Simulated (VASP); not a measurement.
# NaSrI3 in VASP: notebook

NaSrI3 is run at these levels: r2SCAN, PBE; tasks: single point.

Program: VASP 6.6.1. These are calculated values, not measurements. Logs are shortened: lines on timing, memory, paths and dates and some standing lists are left out, and cuts for length are marked.

## (1) The cell of the first run

The structure is cubic, space group Pm-3m (No. 221). The conventional cell has a = 6.398 Å, b = 6.398 Å, c = 6.398 Å, α = 90.00°, β = 90.00°, γ = 90.00°. Sr (site symmetry m-3m) has 6 I at 3.20 Å within 4.2 Å. Within 4.2 Å of I (site symmetry 4/mmm) lie 2 Sr at 3.20 Å.

## (2) Single point, r2SCAN

Contents of POSCAR:

```
NaSrI3
1.0
    6.3976887577      0.0000000000      0.0000000000
    0.0000000000      6.3976887577      0.0000000000
    0.0000000000      0.0000000000      6.3976887577
Na Sr I
1 1 3
Direct
    0.0000000000      0.0000000000      0.0000000000
    0.5000000000      0.5000000000      0.5000000000
    0.5000000000      0.5000000000      0.0000000000
    0.5000000000      0.0000000000      0.5000000000
    0.0000000000      0.5000000000      0.5000000000
```

Contents of INCAR.step1:

```
PREC = Accurate
ENCUT = 520
ISMEAR = 0
SIGMA = 0.01
LREAL = False
LASPH = True
NELM = 60
NBANDS = 27
GGA = PE
ALGO = Normal
EDIFF = 1E-4
LWAVE = True
LCHARG = False
```

Contents of INCAR.step2:

```
PREC = Accurate
ENCUT = 520
EDIFF = 1E-6
ISMEAR = 0
SIGMA = 0.01
LREAL = False
LASPH = True
NELM = 60
ALGO = Normal
ISIF = 2
LWAVE = False
LCHARG = False
METAGGA = R2SCAN
LMIXTAU = True
NBANDS = 27
ISTART = 1
```

Contents of KPOINTS:

```
Automatic mesh
0
Gamma
  4 4 4
```

Potentials or basis: VASP PAW PBE potentials, release 64 (Na_pv, Sr_sv, I).

Command:

```sh
cat potpaw_PBE.64/Na_pv/POTCAR potpaw_PBE.64/Sr_sv/POTCAR potpaw_PBE.64/I/POTCAR > POTCAR
cp INCAR.step1 INCAR
mpirun -np 1 vasp_std > vasp.out
cp INCAR.step2 INCAR
mpirun -np 1 vasp_std > vasp.out
```

OUTCAR:

```text
PREC = Accurate
   ENCUT = 520
   EDIFF = 1E-6
   ISMEAR = 0
   LREAL = False
   LASPH = True
   NELM = 60
   ISIF = 2
   METAGGA = R2SCAN
   ISTART = 1

 ion  position               nearest neighbor table
   1  0.000  0.000  0.000-
   2  0.500  0.500  0.500-   3 3.20   4 3.20   5 3.20   3 3.20   4 3.20   5 3.20
   3  0.500  0.500  0.000-   2 3.20   2 3.20
   4  0.500  0.000  0.500-   2 3.20   2 3.20
   5  0.000  0.500  0.500-   2 3.20   2 3.20

  LATTYP: Found a simple cubic cell.
 ALAT       =     6.3976887577

  Lattice vectors:

 A1 = (   6.3976887577,   0.0000000000,   0.0000000000)
 A2 = (   0.0000000000,   6.3976887577,   0.0000000000)
 A3 = (   0.0000000000,   0.0000000000,   6.3976887577)

Analysis of symmetry for initial positions (statically):
=====================================================================
 Subroutine PRICEL returns:
 Original cell was already a primitive cell.

 Routine SETGRP: Setting up the symmetry group for a
 simple cubic supercell.

 Subroutine GETGRP returns: Found 48 space group operations
 (whereof 48 operations were pure point group operations)
 out of a pool of 48 trial point group operations.

The static configuration has the point symmetry O_h .

Analysis of symmetry for dynamics (positions and initial velocities):
=====================================================================
 Subroutine PRICEL returns:
 Original cell was already a primitive cell.

 Routine SETGRP: Setting up the symmetry group for a
 simple cubic supercell.

 Subroutine GETGRP returns: Found 48 space group operations
 (whereof 48 operations were pure point group operations)
 out of a pool of 48 trial point group operations.

The dynamic configuration has the point symmetry O_h .

 Subroutine INISYM returns: Found 48 space group operations
 (whereof 48 operations are pure point group operations),
 and found     1 'primitive' translations

----------------------------------------------------------------------------------------

                                     Primitive cell

  volume of cell :     261.8601

  direct lattice vectors                    reciprocal lattice vectors
[... 73 lines left out ...]
   LNONCOLLINEAR =      F non collinear calculations
   LSORBIT =      F    spin-orbit coupling
   LASPH  =      T    aspherical Exc in radial PAW
   ENCUT  =  520.0 eV  38.22 Ry    6.18 a.u.  11.90 11.90 11.90*2*pi/ulx,y,z
   NELM   =     60;   NELMIN=  2; NELMDL=  0     # of ELM steps
   EDIFF  = 0.1E-05   stopping-criterion for ELM
   LREAL  =      F    real-space projection
   EDIFFG = 0.1E-04   stopping-criterion for IOM
   NSW    =      0    number of steps for IOM
   IBRION =     -1    ionic relax: 0-MD 1-quasi-New 2-CG
   NFREE  =      0    steps in history (QN), initial steepest desc. (CG)
   ISIF   =      2    stress and relaxation
   ISYM   =      2    0-nonsym 1-usesym 2-fastsym
   POTIM  = 0.5000    time-step for ionic-motion
   TEBEG  =    0.0;   TEEND  =   0.0 temperature during run
   PSTRESS=    0.0 pullay stress
   NELECT =      38.0000    total number of electrons
   NUPDOWN=      -1.0000    fix difference up-down
   EMIN   =  10.00;   EMAX   =-10.00  energy-range for DOS
   EFERMI =   0.00;   METHOD = LEGACY
   ISMEAR =     0;   SIGMA  =   0.01  broadening in eV -4-tet -1-fermi 0-gaus
   EFERMI_NEDOS =   21; number of points for ismear=-14 and -15
   IALGO  =     38    algorithm
   IMIX   =      4    mixing-type and parameters
     AMIX     =   0.40;   BMIX     =  1.00
     AMIX_MAG =   1.60;   BMIX_MAG =  1.00
  volume/ion in A,a.u.               =      52.37       353.42
  Fermi-wavevector in a.u.,A,eV,Ry     =   0.860293  1.625718 10.069721  0.740104
  Thomas-Fermi vector in A             =   1.977776
   LORBIT       =      0    0 simple, 1 ext, 2 COOP (PROOUT), +10 PAW based schemes
   METAGGA = R2SCAN    functional components
   LHFCALC =     F    Hartree Fock is set to
   AEXX    =    0.0000 exact exchange contribution
   IVDW    =     0    specifies the selected vdW correction
   LEPSILON=     F    determine dielectric tensor
   LRPA    =     F    only Hartree local field effects (RPA)
 non-spin polarized calculation
 Gauss-broadening in eV      SIGMA  =   0.01
  energy-cutoff  :      520.00
  volume of cell :      261.86
 maximum number of plane-waves:      7120
 NGX is ok and might be reduce to    48
   NGX = 23   NGY = 23   NGZ = 23

 number of electron      37.9999985 magnetization

 Free energy of the ion-electron system (eV)
  ---------------------------------------------------
  ext. energy  EPLUGINS =         0.00000000
  ---------------------------------------------------
  free energy    TOTEN  =       -99.94568604 eV

  energy without entropy =      -99.94568604  energy(sigma->0) =      -99.94568604

 E-fermi :  -0.3817     XC(G=0):  -6.8009

 val. band max:       -0.5343344993   @ k =   0.5000   0.5000   0.5000
 cond. band min:       2.5614618005   @ k =   0.0000   0.0000   0.0000
 fundamental gap:      3.0957962998
 Fermi energy:        -0.3816662224

 k-point     1 :       0.0000    0.0000    0.0000
  band No.  band energies     occupation
      1     -35.6559      2.00000
      2     -26.1782      2.00000
      3     -26.1782      2.00000
      4     -26.1782      2.00000
      5     -17.0910      2.00000
      6     -17.0910      2.00000
[... 289 lines left out ...]
     26       6.2489      0.00000
     27       6.7963      0.00000

------------------------ aborting loop because EDIFF is reached ----------------------------------------

  FORCE on cell =-STRESS in cart. coord.  units (eV):
  Direction    XX          YY          ZZ          XY          YZ          ZX
  --------------------------------------------------------------------------------------
  -------------------------------------------------------------------------------------
  Total        0.0327354      0.0327354      0.0327354      0.0000000     -0.0000000      0.0000000
  in kB        0.2002899      0.2002899      0.2002899      0.0000000     -0.0000000      0.0000000
  external PRESSURE =       0.2002899 kB  Pullay stress =       0.0000000 kB

 VOLUME and BASIS-vectors are now :
 -----------------------------------------------------------------------------
  energy-cutoff  :      520.00
  volume of cell :      261.86
      direct lattice vectors                 reciprocal lattice vectors
     6.397688758  0.000000000  0.000000000     0.156306447  0.000000000  0.000000000
     0.000000000  6.397688758  0.000000000     0.000000000  0.156306447  0.000000000
     0.000000000  0.000000000  6.397688758     0.000000000  0.000000000  0.156306447

 POSITION                                       TOTAL-FORCE (eV/Angst)
 -----------------------------------------------------------------------------------
      0.00000      0.00000      0.00000         0.000000      0.000000      0.000000
      3.19884      3.19884      3.19884         0.000000      0.000000      0.000000
      3.19884      3.19884      0.00000         0.000000      0.000000      0.000000
      3.19884      0.00000      3.19884         0.000000      0.000000      0.000000
      0.00000      3.19884      3.19884         0.000000      0.000000      0.000000
 -----------------------------------------------------------------------------------
    total drift:                                0.000000     -0.000000     -0.000000

  FREE ENERGIE OF THE ION-ELECTRON SYSTEM (eV)
  ---------------------------------------------------
  free  energy   TOTEN  =       -99.9456860403 eV

  energy  without entropy=      -99.9456860403  energy(sigma->0) =      -99.94568604
```

OUTCAR.step1:

```text
PREC = Accurate
   ENCUT = 520
   ISMEAR = 0
   LREAL = False
   LASPH = True
[... 515 lines left out ...]
      3.19884      3.19884      3.19884         0.000000      0.000000      0.000000
      3.19884      3.19884      0.00000         0.000000      0.000000      0.000000
      3.19884      0.00000      3.19884         0.000000      0.000000      0.000000
      0.00000      3.19884      3.19884         0.000000      0.000000      0.000000
 -----------------------------------------------------------------------------------
    total drift:                                0.000000     -0.000000     -0.000000

  FREE ENERGIE OF THE ION-ELECTRON SYSTEM (eV)
  ---------------------------------------------------
  free  energy   TOTEN  =       -14.1022085970 eV

  energy  without entropy=      -14.1022085970  energy(sigma->0) =      -14.10220860
```

Run time: 4.3 min. Hardware: 1 thread of Intel Xeon Platinum 8259CL at 2.50GHz (Skylake/Cascade Lake), shared host; peak memory 0.4 GiB.

Results:

```yaml
Free_energy: -99.9457 eV
Pressure: 0.0 GPa
Band_gap_on_the_k_mesh: 3.10 eV, indirect (least direct gap 3.38 eV)
```

Levels at points of the mesh, in eV from the valence-band top:
| k point | band 15 | band 16 | band 17 | band 18 | band 19 | band 20 | band 21 | band 22 | band 23 | band 24 |
| --- | --- | --- | --- | --- | --- | --- | --- | --- | --- | --- |
| (0.00, 0.00, 0.00) | -0.52 | -0.52 | -0.29 | -0.29 | -0.29 | 3.10 | 4.69 | 4.69 | 4.69 | 5.63 |
| (0.50, 0.00, 0.00) | -0.85 | -0.85 | -0.63 | -0.36 | -0.36 | 4.24 | 4.79 | 5.01 | 5.81 | 5.81 |
| (0.50, 0.50, 0.00) | -0.83 | -0.83 | -0.83 | -0.83 | -0.01 | 4.32 | 5.92 | 6.01 | 6.01 | 6.03 |
| (0.50, 0.50, 0.50) | -1.34 | -1.34 | 0.00 | 0.00 | 0.00 | 3.55 | 6.40 | 6.40 | 6.40 | 6.78 |

Caveat: the PAW data sets were made with another functional, which shifts forces and pressure a little; spin-orbit coupling is left out, which moves the levels of the heavy elements.

[end of part 1 of 2]
